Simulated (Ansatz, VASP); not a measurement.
**Mg in VASP and in Ansatz**

```
Mg
1.0
    -1.75050    1.75050    1.75050
     1.75050   -1.75050    1.75050
     1.75050    1.75050   -1.75050
Mg
1
Direct
  0.00000 0.00000 0.00000
```

Alike in both runs: task single point; functional LDA; k mesh 8 × 8 × 8; occupations methfessel-paxton of order 1, width 0.1 eV; no spin polarisation.

```csv
,VASP,Ansatz
version,VASP 6.6.1,Ansatz 0.2.0
potentials or method,"VASP PAW LDA potentials, release 64 (Mg), cutoff 520 eV","plane waves, PAW"
valence electrons in the cell,2,10
```

Ansatz gave:

* pressure (GPa): 0.1

Task: Estimate VASP's values.

Result: Pressure (GPa): -0.3.

LDA's correlation is that of Perdew and Zunger in VASP and of Perdew and Wang (1992) in Ansatz. VASP's potentials hold 2 valence electrons a cell and Ansatz's 10, so a difference there can come from the potentials and not from the codes.
